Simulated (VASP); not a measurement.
# Ag (P6_3/mmc) in VASP: further runs

Ag is run at these levels: PBEsol; tasks: single point, relaxation of volume and atoms at fixed shape.

Everything below comes from runs of VASP 6.6.1. Logs are shortened: lines on timing, memory, paths and dates and some standing lists are left out, and cuts for length are marked.

## Step 1: The cell of the first run

Symmetry: P6_3/mmc, No. 194, hexagonal system. The conventional cell has a = 2.863 Å, b = 2.863 Å, c = 4.681 Å, α = 90.00°, β = 90.00°, γ = 120.00°. Ag (site symmetry -6m2) has 12 Ag at 2.86 to 2.87 Å within 3.8 Å.

## Step 2: Single point, PBEsol

INCAR reads:

```
ALGO = Normal ; EDIFF = 1E-6
ENCUT = 500 ; GGA = PS
GGA_COMPAT = False ; ISIF = 2
ISMEAR = -1 ; LASPH = True
LCHARG = False ; LREAL = False
LWAVE = False ; NBANDS = 18
NELM = 120 ; PREC = Accurate
SIGMA = 0.05
```

KPOINTS reads:

```
k-points
0
Gamma
  7 7 4
```

POSCAR reads:

```
Ag
1.0
    2.8634001515      0.0000000000      0.0000000000
   -1.4317000757      2.4797772724      0.0000000000
    0.0000000000      0.0000000000      4.6811221488
Ag
2
Direct
    0.3333333333      0.6666666667      0.2500000000
    0.6666666667      0.3333333333      0.7500000000
```

Potentials or basis: VASP PAW PBE potentials, release 64 (Ag).

On the command line:

```console
$ cat potpaw_PBE.64/Ag/POTCAR > POTCAR
$ mpirun -np 1 vasp_std > vasp.out
```

OUTCAR:

```text
EDIFF = 1E-6
   ENCUT = 500
   GGA = PS
   ISIF = 2
   ISMEAR = -1
   LASPH = True
   LREAL = False
   NELM = 120
   PREC = Accurate

 ion  position               nearest neighbor table
   1  0.333  0.667  0.250-   2 2.87   2 2.87   2 2.87   2 2.87   2 2.87   2 2.87
   2  0.667  0.333  0.750-   1 2.87   1 2.87   1 2.87   1 2.87   1 2.87   1 2.87

  LATTYP: Found a hexagonal cell.
 ALAT       =     2.8634001515
 C/A-ratio  =     1.6348124262

  Lattice vectors:

 A1 = (   2.8634001515,   0.0000000000,   0.0000000000)
 A2 = (  -1.4317000757,   2.4797772724,   0.0000000000)
 A3 = (   0.0000000000,   0.0000000000,   4.6811221488)

Analysis of symmetry for initial positions (statically):
=====================================================================
 Subroutine PRICEL returns:
 Original cell was already a primitive cell.

 Routine SETGRP: Setting up the symmetry group for a
 hexagonal supercell.

 Subroutine GETGRP returns: Found 24 space group operations
 (whereof 12 operations were pure point group operations)
 out of a pool of 24 trial point group operations.

The static configuration has the point symmetry D_3d.
 The point group associated with its full space group is D_6h.

Analysis of symmetry for dynamics (positions and initial velocities):
=====================================================================
 Subroutine PRICEL returns:
 Original cell was already a primitive cell.

 Routine SETGRP: Setting up the symmetry group for a
 hexagonal supercell.

 Subroutine GETGRP returns: Found 24 space group operations
 (whereof 12 operations were pure point group operations)
 out of a pool of 24 trial point group operations.

The dynamic configuration has the point symmetry D_3d.
 The point group associated with its full space group is D_6h.

 Subroutine INISYM returns: Found 24 space group operations
 (whereof 12 operations are pure point group operations),
 and found     1 'primitive' translations

----------------------------------------------------------------------------------------

                                     Primitive cell

  volume of cell :      33.2388

  direct lattice vectors                    reciprocal lattice vectors
     2.863400152  0.000000000  0.000000000     0.349235156  0.201631012  0.000000000
    -1.431700076  2.479777272  0.000000000     0.000000000  0.403262023  0.000000000
     0.000000000  0.000000000  4.681122149     0.000000000  0.000000000  0.213623992

  length of vectors
     2.863400152  2.863400151  4.681122149     0.403262023  0.403262023  0.213623992

  position of ions in fractional coordinates (direct lattice)
     0.333333333  0.666666667  0.250000000
     0.666666667  0.333333333  0.750000000

  ion indices of the primitive-cell ions
   primitive index   ion index
                 1           1
                 2           2

----------------------------------------------------------------------------------------

 KPOINTS: k-points

Automatic generation of k-mesh.
 Grid dimensions read from file:
 generate k-points for:    7    7    4

 Generating k-lattice:

  Cartesian coordinates                     Fractional coordinates (reciprocal lattice)
     0.049890737  0.028804430  0.000000000     0.142857143 -0.000000000  0.000000000
     0.000000000  0.057608860  0.000000000     0.000000000  0.142857143  0.000000000
     0.000000000  0.000000000  0.053405998     0.000000000  0.000000000  0.250000000

  Length of vectors
     0.057608860  0.057608860  0.053405998

  Shift w.r.t. Gamma in fractional coordinates (k-lattice)
     0.000000000  0.000000000  0.000000000

 Subroutine IBZKPT returns following result:
 ===========================================

 Found     24 irreducible k-points:

 Following reciprocal coordinates:
            Coordinates               Weight
  0.000000  0.000000  0.000000      1.000000
  0.142857  0.000000  0.000000      6.000000
  0.285714  0.000000  0.000000      6.000000
  0.428571  0.000000  0.000000      6.000000
  0.142857  0.142857  0.000000      6.000000
  0.285714  0.142857  0.000000     12.000000
[... 16 lines left out ...]
  0.428571  0.142857  0.500000      6.000000
  0.285714  0.285714  0.500000      6.000000
   k-points           NKPTS =     24   k-points in BZ     NKDIM =     24   number of bands    NBANDS=     18
   number of dos      NEDOS =    301   number of ions     NIONS =      2
   total plane-waves  NPLWV =  20736
   dimension x,y,z NGX =    24 NGY =   24 NGZ =   36
   dimension x,y,z NGXF=    48 NGYF=   48 NGZF=   72
   ions per type =               2
   NGX,Y,Z   is equivalent  to a cutoff of  13.93, 13.93, 12.79 a.u.
   NGXF,Y,Z  is equivalent  to a cutoff of  27.87, 27.87, 25.57 a.u.
 SYSTEM =  unknown system
   PREC   = accura    normal or accurate (medium, high low for compatibility)
   ISTART =      0    job   : 0-new  1-cont  2-samecut
   ICHARG =      2    charge: 1-file 2-atom 10-const
   ISPIN  =      1    spin polarized calculation?
   LNONCOLLINEAR =      F non collinear calculations
   LSORBIT =      F    spin-orbit coupling
   LASPH  =      T    aspherical Exc in radial PAW
   ENCUT  =  500.0 eV  36.75 Ry    6.06 a.u.   5.22  5.22  8.53*2*pi/ulx,y,z
   NELM   =    120;   NELMIN=  2; NELMDL= -5     # of ELM steps
   EDIFF  = 0.1E-05   stopping-criterion for ELM
   LREAL  =      F    real-space projection
   EDIFFG = 0.1E-04   stopping-criterion for IOM
   NSW    =      0    number of steps for IOM
   IBRION =     -1    ionic relax: 0-MD 1-quasi-New 2-CG
   NFREE  =      0    steps in history (QN), initial steepest desc. (CG)
   ISIF   =      2    stress and relaxation
   ISYM   =      2    0-nonsym 1-usesym 2-fastsym
   POTIM  = 0.5000    time-step for ionic-motion
   TEBEG  =    0.0;   TEEND  =   0.0 temperature during run
   PSTRESS=    0.0 pullay stress
   NELECT =      22.0000    total number of electrons
   NUPDOWN=      -1.0000    fix difference up-down
   EMIN   =  10.00;   EMAX   =-10.00  energy-range for DOS
   EFERMI =   0.00;   METHOD = LEGACY
   ISMEAR =    -1;   SIGMA  =   0.05  broadening in eV -4-tet -1-fermi 0-gaus
   EFERMI_NEDOS =   21; number of points for ismear=-14 and -15
   IALGO  =     38    algorithm
   IMIX   =      4    mixing-type and parameters
     AMIX     =   0.40;   BMIX     =  1.00
     AMIX_MAG =   1.60;   BMIX_MAG =  1.00
  volume/ion in A,a.u.               =      16.62       112.15
  Fermi-wavevector in a.u.,A,eV,Ry     =   1.426705  2.696081 27.694481  2.035487
  Thomas-Fermi vector in A             =   2.546953
   LORBIT       =      0    0 simple, 1 ext, 2 COOP (PROOUT), +10 PAW based schemes
   GGA     = PS    functional components
   LHFCALC =     F    Hartree Fock is set to
   AEXX    =    0.0000 exact exchange contribution
   IVDW    =     0    specifies the selected vdW correction
   LEPSILON=     F    determine dielectric tensor
   LRPA    =     F    only Hartree local field effects (RPA)
 non-spin polarized calculation
  energy-cutoff  :      500.00
  volume of cell :       33.24
 maximum number of plane-waves:       860
 NGX is ok and might be reduce to    24
   NGX = 11   NGY = 11   NGZ = 17

 number of electron      21.9999997 magnetization

 Free energy of the ion-electron system (eV)
  ---------------------------------------------------
  ext. energy  EPLUGINS =         0.00000000
  ---------------------------------------------------
  free energy    TOTEN  =        -6.64328893 eV

  energy without entropy =       -6.63684233  energy(sigma->0) =       -6.64006563

 E-fermi :   8.5951     XC(G=0): -12.5663

 val. band max:        8.5849533624   @ k =   0.4286   0.0000   0.5000
 cond. band min:       8.6962146185   @ k =   0.1429   0.1429   0.2500
 fundamental gap:      0.1112612560
 Fermi energy:         8.5950517982

 k-point     1 :       0.0000    0.0000    0.0000
  band No.  band energies     occupation
      1       0.5695      2.00000
      2       2.0241      2.00000
      3       3.7014      2.00000
      4       3.8152      2.00000
      5       3.8152      2.00000
      6       4.0672      2.00000
[... 10 lines left out ...]
     17      27.1374      0.00000
     18      27.1374      0.00000

 k-point     2 :       0.1429    0.0000    0.0000
  band No.  band energies     occupation
      1       1.1264      2.00000
      2       2.3279      2.00000
      3       3.4646      2.00000
      4       3.9193      2.00000
      5       4.0797      2.00000
      6       4.1220      2.00000
[... 10 lines left out ...]
     17      26.6535      0.00000
     18      27.0627      0.00000

 k-point     3 :       0.2857    0.0000    0.0000
  band No.  band energies     occupation
      1       2.2155      2.00000
      2       2.4880      2.00000
      3       3.1342      2.00000
      4       3.6808      2.00000
      5       3.9067      2.00000
      6       3.9541      2.00000
[... 10 lines left out ...]
     17      23.9123      0.00000
     18      25.9430      0.00000

 k-point     4 :       0.4286    0.0000    0.0000
  band No.  band energies     occupation
      1       2.1513      2.00000
      2       2.4685      2.00000
      3       2.5417      2.00000
      4       3.7401      2.00000
      5       4.0742      2.00000
      6       4.2032      2.00000
[... 10 lines left out ...]
     17      19.9395      0.00000
     18      24.6772      0.00000

 k-point     5 :       0.1429    0.1429    0.0000
  band No.  band energies     occupation
      1       2.0598      2.00000
      2       2.7104      2.00000
      3       3.1831      2.00000
      4       3.4459      2.00000
      5       3.8885      2.00000
      6       3.8886      2.00000
[... 10 lines left out ...]
     17      25.8265      0.00000
     18      26.5424      0.00000

 k-point     6 :       0.2857    0.1429    0.0000
  band No.  band energies     occupation
      1       2.5735      2.00000
      2       2.7271      2.00000
      3       2.7545      2.00000
      4       3.6751      2.00000
      5       3.7159      2.00000
      6       4.1161      2.00000
[... 10 lines left out ...]
     17      21.7984      0.00000
     18      23.8639      0.00000

 k-point     7 :       0.4286    0.1429    0.0000
  band No.  band energies     occupation
      1       2.3919      2.00000
      2       2.4968      2.00000
      3       2.7152      2.00000
      4       3.6586      2.00000
      5       3.9832      2.00000
      6       4.2423      2.00000
[... 10 lines left out ...]
     17      19.3307      0.00000
     18      23.2656      0.00000

 k-point     8 :       0.2857    0.2857    0.0000
  band No.  band energies     occupation
      1       2.5457      2.00000
      2       2.9360      2.00000
      3       3.0286      2.00000
      4       3.5828      2.00000
      5       3.6175      2.00000
      6       3.9034      2.00000
[... 10 lines left out ...]
     17      20.4656      0.00000
     18      20.5964      0.00000
[... 229 lines left out ...]
     17      24.2329      0.00000
     18      24.2329      0.00000

 k-point    20 :       0.4286    0.0000    0.5000
  band No.  band energies     occupation
      1       2.2033      2.00000
      2       2.2033      2.00000
      3       2.8850      2.00000
      4       2.8850      2.00000
      5       4.5840      2.00000
      6       4.5840      2.00000
[... 10 lines left out ...]
     17      22.6192      0.00000
     18      22.6192      0.00000

 k-point    21 :       0.1429    0.1429    0.5000
  band No.  band energies     occupation
      1       2.8013      2.00000
      2       2.8013      2.00000
      3       3.3031      2.00000
      4       3.3031      2.00000
      5       3.6251      2.00000
      6       3.6251      2.00000
[... 10 lines left out ...]
     17      21.6687      0.00000
     18      21.6687      0.00000

 k-point    22 :       0.2857    0.1429    0.5000
  band No.  band energies     occupation
      1       2.5236      2.00000
      2       2.5236      2.00000
      3       3.1778      2.00000
      4       3.1778      2.00000
      5       4.2318      2.00000
      6       4.2318      2.00000
[... 10 lines left out ...]
     17      22.4923      0.00000
     18      22.4923      0.00000

 k-point    23 :       0.4286    0.1429    0.5000
  band No.  band energies     occupation
      1       2.3977      2.00000
      2       2.3977      2.00000
      3       3.0224      2.00000
      4       3.0224      2.00000
      5       4.2632      2.00000
      6       4.2632      2.00000
[... 10 lines left out ...]
     17      23.4676      0.00000
     18      23.4676      0.00000

 k-point    24 :       0.2857    0.2857    0.5000
  band No.  band energies     occupation
      1       2.7370      2.00000
      2       2.7370      2.00000
      3       3.3459      2.00000
      4       3.3459      2.00000
      5       3.8818      2.00000
      6       3.8818      2.00000
[... 10 lines left out ...]
     17      24.3680      0.00000
     18      24.3680      0.00000

------------------------ aborting loop because EDIFF is reached ----------------------------------------

  FORCE on cell =-STRESS in cart. coord.  units (eV):
  Direction    XX          YY          ZZ          XY          YZ          ZX
  --------------------------------------------------------------------------------------
  -------------------------------------------------------------------------------------
  Total       -0.0250993     -0.0250993     -0.0667516     -0.0000000      0.0000000      0.0000000
  in kB       -1.2098401     -1.2098401     -3.2175672     -0.0000000      0.0000000      0.0000000
  external PRESSURE =      -1.8790825 kB  Pullay stress =       0.0000000 kB

 VOLUME and BASIS-vectors are now :
 -----------------------------------------------------------------------------
  energy-cutoff  :      500.00
  volume of cell :       33.24
      direct lattice vectors                 reciprocal lattice vectors
     2.863400152  0.000000000  0.000000000     0.349235156  0.201631012  0.000000000
    -1.431700076  2.479777272  0.000000000     0.000000000  0.403262023  0.000000000
     0.000000000  0.000000000  4.681122149     0.000000000  0.000000000  0.213623992

 POSITION                                       TOTAL-FORCE (eV/Angst)
 -----------------------------------------------------------------------------------
     -0.00000      1.65318      1.17028        -0.000000      0.000000      0.000000
      1.43170      0.82659      3.51084         0.000000     -0.000000      0.000000
 -----------------------------------------------------------------------------------
    total drift:                                0.000000     -0.000000      0.000000

  FREE ENERGIE OF THE ION-ELECTRON SYSTEM (eV)
  ---------------------------------------------------
  free  energy   TOTEN  =        -6.6432889259 eV

  energy  without entropy=       -6.6368423317  energy(sigma->0) =       -6.64006563
```

It took 17 s on 1 thread of Intel Xeon 8259CL, shared host; peak memory 0.15 GiB.

What came out:

```
Free energy            : -6.6433 eV
Pressure               : -0.2 GPa
Band gap on the k mesh : zero (band 11 reaches 11.13 eV, above the bottom of band 12 at 5.17 eV)
```

Levels at points of the mesh, in eV from the Fermi level:
```tsv
k point	band 9	band 10	band 11	band 12	band 13	band 14
(0.00, 0.00, 0.00)	-4.16	-3.10	-3.10	-0.54	3.69	15.69
(0.00, 0.00, 0.50)	-3.43	-3.43	-3.43	-3.43	11.28	11.28
```

Caveat: the k points lie up to 0.36 Å⁻¹ apart; the PAW data sets were made with another functional, which shifts forces and pressure a little.

## Step 3: Relaxation of volume and atoms at fixed shape, PBEsol

This run uses another cell than the first one, of 17.81 Å³/atom, 1.071 times its volume.

INCAR reads:

```
SYSTEM = Ag
ALGO = Normal
EDIFF = 1E-7
EDIFFG = -0.02
ENCUT = 500
GGA = PS
GGA_COMPAT = .False.
IBRION = 2
ISIF = 8
ISMEAR = -1
LASPH = .True.
LCHARG = .False.
LREAL = .False.
LWAVE = .False.
NELM = 120
NELMIN = 4
NSW = 60
PREC = Accurate
SIGMA = 0.05
```

KPOINTS reads:

```
k-points
0
Gamma
  7 7 4
  0 0 0
```

POSCAR reads:

```
Ag
1.0
    2.9300000000      0.0000000000      0.0000000000
   -1.4650000000      2.5374540000      0.0000000000
    0.0000000000      0.0000000000      4.7900000000
Ag
2
Direct
    0.3333333333      0.6666666667      0.2500000000
    0.6666666667      0.3333333333      0.7500000000
```

Potentials or basis: VASP PAW PBE potentials, release 64 (Ag).

On the command line:

```console
$ cat potpaw_PBE.64/Ag/POTCAR > POTCAR
$ mpirun -np 1 vasp_std > vasp.out
```

Run time: 43 s. Hardware: 1 thread of Intel Xeon 8259CL, shared host; peak memory 0.16 GiB.

Results (log left out):

* Free energy: -6.6446 eV
* Relaxed volume: 16.59 Å³/atom
* Relaxed cell: a = 2.862 Å, b = 2.862 Å, c = 4.678 Å, α = 90.00°, β = 90.00°, γ = 120.00°
* Space group after relaxing (to 0.05 Å): P6_3/mmc (No. 194)
* Energy gained by relaxing: 27.8 meV/atom
* Ionic steps: 3
* Pressure after relaxing: 0.0 GPa
* Band gap on the k mesh: zero (band 11 reaches 11.16 eV, above the bottom of band 12 at 5.19 eV)

Stress tensor (GPa, compression positive):
```
 0.05  0.00  0.00
 0.00  0.05  0.00
 0.00  0.00 -0.18
```

The path:
```csv
step,energy change (eV),largest force (eV/Å),pressure (GPa),volume (Å³)
1,0.0000,0.0000,-6.72,35.61
2,-0.0362,0.0000,5.16,31.90
3,-0.0557,0.0000,-0.03,33.18
```

Final structure:
```yaml
crystal:
  lattice:
    - [2.86163, 0.00000, 0.00000]
    - [-1.43081, 2.47824, 0.00000]
    - [0.00000, 0.00000, 4.67822]
  atoms:
    - { symbol: Ag, position: [0.33333, 0.66667, 0.25000] }
    - { symbol: Ag, position: [0.66667, 0.33333, 0.75000] }
```

Levels at points of the mesh, in eV from the Fermi level:
```csv
k point,band 7,band 8,band 9,band 10,band 11,band 12,band 13,band 14,band 15
"(0.00, 0.00, 0.00)",-4.53,-4.17,-4.17,-3.10,-3.10,-0.55,3.70,15.70,17.63
"(0.00, 0.00, 0.50)",-4.68,-4.68,-3.43,-3.43,-3.43,-3.43,11.30,11.30,16.07
```

Caveat: the PAW data sets were made with another functional, which shifts forces and pressure a little.
